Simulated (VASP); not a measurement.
# Mo (P6_3/mmc) in VASP: further runs

The runs below take Mo through single point, with HSE06.

Everything below comes from runs of VASP 6.6.1. Logs are shortened: lines on timing, memory, paths and dates and some standing lists are left out, and cuts for length are marked.

## 1. The cell of the first run

Symmetry: P6_3/mmc, No. 194, hexagonal system. The conventional cell has a = 2.690 Å, b = 2.690 Å, c = 4.913 Å, α = 90.00°, β = 90.00°, γ = 120.00°. Within 3.5 Å of Mo (site symmetry -6m2) lie 12 Mo at 2.69 to 2.91 Å.

This isn't the form of Mo at room conditions, which is bcc.

## 2. Single point, HSE06 (15.40 Å³/atom)

The input, POSCAR:

```
Mo
1.0
    2.6901967884      0.0000000000      0.0000000000
   -1.3450983942      2.3297787599      0.0000000000
    0.0000000000      0.0000000000      4.9133070642
Mo
2
Direct
    0.3333333333      0.6666666667      0.7500000000
    0.6666666667      0.3333333333      0.2500000000
```

The input, INCAR.step1:

```
SYSTEM = Mo
PREC = Accurate
ENCUT = 520
EDIFF = 1E-5
ISMEAR = 0
SIGMA = 0.05
LREAL = .FALSE.
LASPH = .TRUE.
NELM = 60
ALGO = Normal
ISIF = 2
LWAVE = .TRUE.
LCHARG = .FALSE.
NBANDS = 21
GGA = PE
KPAR = 4
```

The input, INCAR.step2:

```
SYSTEM = Mo
PREC = Accurate
ENCUT = 520
EDIFF = 1E-6
ISMEAR = 0
SIGMA = 0.05
LREAL = .FALSE.
LASPH = .TRUE.
NELM = 60
ALGO = Normal
ISIF = 2
LWAVE = .FALSE.
LCHARG = .FALSE.
GGA = PE
LHFCALC = .TRUE.
HFSCREEN = 0.2079
PRECFOCK = Normal
NBANDS = 21
ISTART = 1
KPAR = 4
```

The input, KPOINTS:

```
regular mesh
0
G
  8 8 4
  0 0 0
```

Potentials or basis: VASP PAW PBE potentials, release 64 (Mo_sv).

Started as:

```console
cat potpaw_PBE.64/Mo_sv/POTCAR > POTCAR
cp INCAR.step1 INCAR
mpirun -np 4 vasp_std > vasp.out
cp INCAR.step2 INCAR
mpirun -np 4 vasp_std > vasp.out
```

OUTCAR:

```text
SYSTEM = Mo
   PREC = Accurate
   ENCUT = 520
   EDIFF = 1E-6
   ISMEAR = 0
   LREAL = .FALSE.
   LASPH = .TRUE.
   NELM = 60
   ISIF = 2
   GGA = PE
   LHFCALC = .TRUE.
   HFSCREEN = 0.2079
   PRECFOCK = Normal
   ISTART = 1

 ion  position               nearest neighbor table
   1  0.333  0.667  0.750-   2 2.91   2 2.91   2 2.91   2 2.91   2 2.91   2 2.91
   2  0.667  0.333  0.250-   1 2.91   1 2.91   1 2.91   1 2.91   1 2.91   1 2.91

  LATTYP: Found a hexagonal cell.
 ALAT       =     2.6901967884
 C/A-ratio  =     1.8263745929

  Lattice vectors:

 A1 = (   2.6901967884,   0.0000000000,   0.0000000000)
 A2 = (  -1.3450983942,   2.3297787599,   0.0000000000)
 A3 = (   0.0000000000,   0.0000000000,   4.9133070642)

Analysis of symmetry for initial positions (statically):
=====================================================================
 Subroutine PRICEL returns:
 Original cell was already a primitive cell.

 Routine SETGRP: Setting up the symmetry group for a
 hexagonal supercell.

 Subroutine GETGRP returns: Found 24 space group operations
 (whereof 12 operations were pure point group operations)
 out of a pool of 24 trial point group operations.

The static configuration has the point symmetry D_3d.
 The point group associated with its full space group is D_6h.

Analysis of symmetry for dynamics (positions and initial velocities):
=====================================================================
 Subroutine PRICEL returns:
 Original cell was already a primitive cell.

 Routine SETGRP: Setting up the symmetry group for a
 hexagonal supercell.

 Subroutine GETGRP returns: Found 24 space group operations
 (whereof 12 operations were pure point group operations)
 out of a pool of 24 trial point group operations.

The dynamic configuration has the point symmetry D_3d.
 The point group associated with its full space group is D_6h.

 Subroutine INISYM returns: Found 24 space group operations
 (whereof 12 operations are pure point group operations),
 and found     1 'primitive' translations

----------------------------------------------------------------------------------------

                                     Primitive cell

  volume of cell :      30.7945

  direct lattice vectors                    reciprocal lattice vectors
     2.690196788  0.000000000  0.000000000     0.371720019  0.214612653  0.000000000
    -1.345098394  2.329778760  0.000000000     0.000000000  0.429225306  0.000000000
     0.000000000  0.000000000  4.913307064     0.000000000  0.000000000  0.203528904

  length of vectors
     2.690196788  2.690196788  4.913307064     0.429225306  0.429225306  0.203528904

  position of ions in fractional coordinates (direct lattice)
     0.333333333  0.666666667  0.750000000
     0.666666667  0.333333333  0.250000000

  ion indices of the primitive-cell ions
   primitive index   ion index
                 1           1
                 2           2

----------------------------------------------------------------------------------------

 KPOINTS: regular mesh

Automatic generation of k-mesh.
 Grid dimensions read from file:
 generate k-points for:    8    8    4

 Generating k-lattice:

  Cartesian coordinates                     Fractional coordinates (reciprocal lattice)
     0.046465002  0.026826582  0.000000000     0.125000000 -0.000000000  0.000000000
     0.000000000  0.053653163  0.000000000     0.000000000  0.125000000  0.000000000
     0.000000000  0.000000000  0.050882226     0.000000000  0.000000000  0.250000000

  Length of vectors
     0.053653163  0.053653163  0.050882226

  Shift w.r.t. Gamma in fractional coordinates (k-lattice)
     0.000000000  0.000000000  0.000000000

 Subroutine IBZKPT returns following result:
 ===========================================

 Found     30 irreducible k-points:

 Following reciprocal coordinates:
            Coordinates               Weight
  0.000000  0.000000  0.000000      1.000000
  0.125000  0.000000  0.000000      6.000000
  0.250000  0.000000  0.000000      6.000000
  0.375000  0.000000  0.000000      6.000000
  0.500000  0.000000  0.000000      3.000000
  0.125000  0.125000  0.000000      6.000000
[... 16 lines left out ...]
  0.250000  0.000000  0.500000      6.000000
  0.375000  0.000000  0.500000      6.000000
 [... further k-points ...]
   k-points           NKPTS =     30   k-points in BZ     NKDIM =    256   number of bands    NBANDS=     21
   number of dos      NEDOS =    301   number of ions     NIONS =      2
   total plane-waves  NPLWV =  16000
   dimension x,y,z NGX =    20 NGY =   20 NGZ =   40
   dimension x,y,z NGXF=    40 NGYF=   40 NGZF=   80
   ions per type =               2
   NGX,Y,Z   is equivalent  to a cutoff of  12.36, 12.36, 13.53 a.u.
   NGXF,Y,Z  is equivalent  to a cutoff of  24.72, 24.72, 27.07 a.u.
 SYSTEM =  Mo
   PREC   = accura    normal or accurate (medium, high low for compatibility)
   ISTART =      1    job   : 0-new  1-cont  2-samecut
   ICHARG =      0    charge: 1-file 2-atom 10-const
   ISPIN  =      1    spin polarized calculation?
   LNONCOLLINEAR =      F non collinear calculations
   LSORBIT =      F    spin-orbit coupling
   LASPH  =      T    aspherical Exc in radial PAW
   ENCUT  =  520.0 eV  38.22 Ry    6.18 a.u.   5.00  5.00  9.14*2*pi/ulx,y,z
   NELM   =     60;   NELMIN=  2; NELMDL=  0     # of ELM steps
   EDIFF  = 0.1E-05   stopping-criterion for ELM
   LREAL  =      F    real-space projection
   EDIFFG = 0.1E-04   stopping-criterion for IOM
   NSW    =      0    number of steps for IOM
   IBRION =     -1    ionic relax: 0-MD 1-quasi-New 2-CG
   NFREE  =      0    steps in history (QN), initial steepest desc. (CG)
   ISIF   =      2    stress and relaxation
   ISYM   =      3    0-nonsym 1-usesym 2-fastsym
   POTIM  = 0.5000    time-step for ionic-motion
   TEBEG  =    0.0;   TEEND  =   0.0 temperature during run
   PSTRESS=    0.0 pullay stress
   NELECT =      28.0000    total number of electrons
   NUPDOWN=      -1.0000    fix difference up-down
   EMIN   =  10.00;   EMAX   =-10.00  energy-range for DOS
   EFERMI =   0.00;   METHOD = LEGACY
   ISMEAR =     0;   SIGMA  =   0.05  broadening in eV -4-tet -1-fermi 0-gaus
   EFERMI_NEDOS =   21; number of points for ismear=-14 and -15
   IALGO  =     38    algorithm
   IMIX   =      1    mixing-type and parameters
     AMIX     =   0.40;   BMIX     =  1.00
     AMIX_MAG =   1.60;   BMIX_MAG =  1.00
  volume/ion in A,a.u.               =      15.40       103.91
  Fermi-wavevector in a.u.,A,eV,Ry     =   1.586000  2.997106 34.224058  2.515397
  Thomas-Fermi vector in A             =   2.685379
   LORBIT       =      0    0 simple, 1 ext, 2 COOP (PROOUT), +10 PAW based schemes
   GGA     = PE    functional components
   LHFCALC =     T    Hartree Fock is set to
   PRECFOCK=normal    Normal, Fast or Accurate (Low or Medium for compatibility)
   ENCUT4O =  -1.0   cutoff for four orbital integrals eV
   NKREDX  =     1    reduce k-point grid by
   NKREDY  =     1    reduce k-point grid by
   NKREDZ  =     1    reduce k-point grid by
   AEXX    =    0.2500 exact exchange contribution
   HFSCREEN=    0.2079 screening length (either q_TF or 0.3 A-1)
   HFSCREENC=   0.2079 screening length for correlation (either q_TF or 0.3 A-1)
   ENCUTFOCK=  -1.0 apply spherical cutoff to Coloumb kernel
   IVDW    =     0    specifies the selected vdW correction
   LEPSILON=     F    determine dielectric tensor
   LRPA    =     F    only Hartree local field effects (RPA)
 non-spin polarized calculation
 Gauss-broadening in eV      SIGMA  =   0.05
  energy-cutoff  :      520.00
  volume of cell :       30.79
 maximum number of plane-waves:       842
 NGX is ok and might be reduce to    20
  NGX = 16; NGY = 16; NGZ = 30

 number of electron      28.0000000 magnetization

 Free energy of the ion-electron system (eV)
  ---------------------------------------------------
  ext. energy  EPLUGINS =         0.00000000
  ---------------------------------------------------
  free energy    TOTEN  =       -24.63509740 eV

  energy without entropy =      -24.63204489  energy(sigma->0) =      -24.63357115

 E-fermi :  12.4726     XC(G=0): -10.9611

 val. band max:       12.4722791426   @ k =   0.0000   0.0000   0.0000
 cond. band min:      12.4796987675   @ k =   0.3750   0.1250   0.5000
 fundamental gap:      0.0074196249
 Fermi energy:        12.4726074909

 k-point     1 :       0.0000    0.0000    0.0000
  band No.  band energies     occupation
      1     -52.6140      2.00000
      2     -52.4246      2.00000
      3     -25.9107      2.00000
      4     -24.6045      2.00000
      5     -24.2328      2.00000
      6     -24.2328      2.00000
[... 13 lines left out ...]
     20      16.8431      0.00000
     21      23.2312      0.00000

 k-point     2 :       0.1250    0.0000    0.0000
  band No.  band energies     occupation
      1     -52.5652      2.00000
      2     -52.3881      2.00000
      3     -25.8243      2.00000
      4     -24.6064      2.00000
      5     -24.5091      2.00000
      6     -24.4044      2.00000
[... 13 lines left out ...]
     20      18.4822      0.00000
     21      23.1171      0.00000

 k-point     3 :       0.2500    0.0000    0.0000
  band No.  band energies     occupation
      1     -52.4432      2.00000
      2     -52.3011      2.00000
      3     -25.5976      2.00000
      4     -25.1578      2.00000
      5     -25.0304      2.00000
      6     -24.6269      2.00000
[... 13 lines left out ...]
     20      21.0930      0.00000
     21      22.7234      0.00000

 k-point     4 :       0.3750    0.0000    0.0000
  band No.  band energies     occupation
      1     -52.3120      2.00000
      2     -52.2194      2.00000
      3     -25.7791      2.00000
      4     -25.6145      2.00000
      5     -25.3217      2.00000
      6     -24.6942      2.00000
[... 13 lines left out ...]
     20      22.4457      0.00000
     21      23.2756      0.00000

 k-point     5 :       0.5000    0.0000    0.0000
  band No.  band energies     occupation
      1     -52.2510      2.00000
      2     -52.1908      2.00000
      3     -26.0284      2.00000
      4     -25.8468      2.00000
      5     -25.1666      2.00000
      6     -24.7623      2.00000
[... 13 lines left out ...]
     20      20.7674      0.00000
     21      24.1695      0.00000

 k-point     6 :       0.1250    0.1250    0.0000
  band No.  band energies     occupation
      1     -52.4796      2.00000
      2     -52.3263      2.00000
      3     -25.6675      2.00000
      4     -24.9031      2.00000
      5     -24.8680      2.00000
      6     -24.6176      2.00000
[... 13 lines left out ...]
     20      20.5583      0.00000
     21      22.8801      0.00000

 k-point     7 :       0.2500    0.1250    0.0000
  band No.  band energies     occupation
      1     -52.3521      2.00000
      2     -52.2421      2.00000
      3     -25.4848      2.00000
      4     -25.4129      2.00000
      5     -25.3831      2.00000
      6     -24.6641      2.00000
[... 13 lines left out ...]
     20      22.8776      0.00000
     21      23.0914      0.00000
[... 291 lines left out ...]
      1     -52.1983      2.00000
      2     -52.1803      2.00000
      3     -25.7314      2.00000
      4     -25.6272      2.00000
      5     -25.2745      2.00000
      6     -25.1248      2.00000
[... 13 lines left out ...]
     20      22.5585      0.00000
     21      24.5129      0.00000

 k-point    21 :       0.0000    0.0000    0.5000
  band No.  band energies     occupation
      1     -52.5201      2.00000
      2     -52.5201      2.00000
      3     -25.2796      2.00000
      4     -25.2796      2.00000
      5     -24.1812      2.00000
      6     -24.1812      2.00000
[... 13 lines left out ...]
     20      16.1351      0.00000
     21      26.2468      0.00000

 k-point    22 :       0.1250    0.0000    0.5000
  band No.  band energies     occupation
      1     -52.4773      2.00000
      2     -52.4773      2.00000
      3     -25.2543      2.00000
      4     -25.2543      2.00000
      5     -24.4351      2.00000
      6     -24.4351      2.00000
[... 13 lines left out ...]
     20      16.0540      0.00000
     21      27.1406      0.00000

 k-point    23 :       0.2500    0.0000    0.5000
  band No.  band energies     occupation
      1     -52.3726      2.00000
      2     -52.3726      2.00000
      3     -25.3366      2.00000
      4     -25.3366      2.00000
      5     -24.8762      2.00000
      6     -24.8762      2.00000
[... 13 lines left out ...]
     20      16.0944      0.00000
     21      27.3888      0.00000

 k-point    24 :       0.3750    0.0000    0.5000
  band No.  band energies     occupation
      1     -52.2658      2.00000
      2     -52.2658      2.00000
      3     -25.7997      2.00000
      4     -25.7997      2.00000
      5     -24.9010      2.00000
      6     -24.9010      2.00000
[... 13 lines left out ...]
     20      17.0690      0.00000
     21      26.2069      0.00000

 [... further k-points ...]

------------------------ aborting loop because EDIFF is reached ----------------------------------------

  FORCE on cell =-STRESS in cart. coord.  units (eV):
  Direction    XX          YY          ZZ          XY          YZ          ZX
  --------------------------------------------------------------------------------------
  -------------------------------------------------------------------------------------
  Total        1.3607133      1.3607133      1.2997421      0.0000000     -0.0000000      0.0000000
  in kB       70.7953233     70.7953233     67.6231095      0.0000000     -0.0000000      0.0000000
  external PRESSURE =      69.7379187 kB  Pullay stress =       0.0000000 kB

 VOLUME and BASIS-vectors are now :
 -----------------------------------------------------------------------------
  energy-cutoff  :      520.00
  volume of cell :       30.79
      direct lattice vectors                 reciprocal lattice vectors
     2.690196788  0.000000000  0.000000000     0.371720019  0.214612653  0.000000000
    -1.345098394  2.329778760  0.000000000     0.000000000  0.429225306  0.000000000
     0.000000000  0.000000000  4.913307064     0.000000000  0.000000000  0.203528904

 POSITION                                       TOTAL-FORCE (eV/Angst)
 -----------------------------------------------------------------------------------
     -0.00000      1.55319      3.68498        -0.000000      0.000000      0.000000
      1.34510      0.77659      1.22833         0.000000     -0.000000     -0.000000
 -----------------------------------------------------------------------------------
    total drift:                                0.000000      0.000000      0.000000

  FREE ENERGIE OF THE ION-ELECTRON SYSTEM (eV)
  ---------------------------------------------------
  free  energy   TOTEN  =       -24.6350974018 eV

  energy  without entropy=      -24.6320448909  energy(sigma->0) =      -24.63357115
```

It took 26 min on 4 MPI ranks of Intel Xeon Platinum 8488C (Sapphire Rapids), shared host; peak memory 0.26 GiB.

Results:

```yaml
Free_energy: -24.6351 eV
Pressure: 7.0 GPa
Band_gap_on_the_k_mesh: zero (bands 14 and 15 overlap by 2.73 eV)
```

Levels at points of the mesh, in eV from the Fermi level:
| k point | band 11 | band 12 | band 13 | band 14 | band 15 | band 16 | band 17 | band 18 |
| --- | --- | --- | --- | --- | --- | --- | --- | --- |
| (0.00, 0.00, 0.00) | -2.71 | -0.93 | -0.93 | -0.30 | -0.30 | 0.00 | 2.40 | 2.40 |
| (0.50, 0.00, 0.00) | -5.16 | -1.68 | -0.77 | -0.36 | 0.06 | 4.59 | 5.63 | 5.87 |
| (0.00, 0.00, 0.50) | -2.81 | -2.81 | -0.81 | -0.81 | -0.81 | -0.81 | 3.66 | 3.66 |
| (0.50, 0.00, 0.50) | -4.31 | -4.31 | 1.92 | 1.92 | 1.93 | 1.93 | 5.37 | 5.37 |

Caveat: the cell stands under pressure; the PAW data sets were made with another functional, which shifts forces and pressure a little.

## 3. Single point, HSE06 (15.72 Å³/atom)

This run uses another cell than the first one, of 15.72 Å³/atom.

The input, POSCAR:

```
Mo
1.0
    2.7065613609      0.0000000000      0.0000000000
   -1.3532806805      2.3439508954      0.0000000000
    0.0000000000      0.0000000000      4.9553277439
Mo
2
Direct
    0.3333333333      0.6666666667      0.7500000000
    0.6666666667      0.3333333333      0.2500000000
```

The input, INCAR.step1:

```
SYSTEM = Mo
  PREC = Accurate
  ENCUT = 520
  EDIFF = 1E-5
  ISMEAR = 0
  SIGMA = 0.05
  LREAL = .FALSE.
  LASPH = .TRUE.
  NELM = 80
  ALGO = Normal
  ISIF = 2
  LWAVE = .TRUE.
  LCHARG = .FALSE.
  NBANDS = 21
  GGA = PE
  KPAR = 4
```

The input, INCAR.step2:

```
SYSTEM = Mo
  PREC = Accurate
  ENCUT = 520
  EDIFF = 1E-6
  ISMEAR = 0
  SIGMA = 0.05
  LREAL = .FALSE.
  LASPH = .TRUE.
  NELM = 80
  ALGO = Normal
  ISIF = 2
  LWAVE = .FALSE.
  LCHARG = .FALSE.
  GGA = PE
  LHFCALC = .TRUE.
  HFSCREEN = 0.2079
  PRECFOCK = Normal
  NBANDS = 21
  ISTART = 1
  KPAR = 4
```

KPOINTS is that of step 2.

Potentials or basis: VASP PAW PBE potentials, release 64 (Mo_sv).

Started as:

```console
cat potpaw_PBE.64/Mo_sv/POTCAR > POTCAR
cp INCAR.step1 INCAR
mpirun -np 4 vasp_std > vasp.out
cp INCAR.step2 INCAR
mpirun -np 4 vasp_std > vasp.out
```

Wall time 30 min (4 MPI ranks of Intel Xeon Platinum 8488C (Sapphire Rapids), shared host); peak memory 0.26 GiB.

The run converged. Its results:

* Free energy: -24.6516 eV
* Pressure: 1.2 GPa
* Band gap on the k mesh: zero (bands 14 and 15 overlap by 2.64 eV)

Stress tensor (GPa, compression positive):
```
1.26 0.00 0.00
0.00 1.26 0.00
0.00 0.00 0.98
```

Levels at points of the mesh, in eV from the Fermi level:
```
           k point  band 10  band 11  band 12  band 13  band 14  band 15  band 16  band 17  band 18  band 19
(0.00, 0.00, 0.00)    -5.82    -2.67    -0.90    -0.90    -0.29    -0.29    -0.10     2.37     2.37     4.27
(0.50, 0.00, 0.00)    -5.08    -5.02    -1.65    -0.77    -0.38     0.11     4.46     5.49     5.72     6.61
(0.00, 0.00, 0.50)    -6.22    -2.78    -2.78    -0.78    -0.78    -0.78    -0.78     3.58     3.58     3.58
(0.50, 0.00, 0.50)    -5.70    -4.20    -4.20     1.86     1.86     1.90     1.90     5.21     5.21     5.62
```

Caveat: the PAW data sets were made with another functional, which shifts forces and pressure a little.

The gap in the log of VASP goes by the Fermi energy; the results here count the filled bands.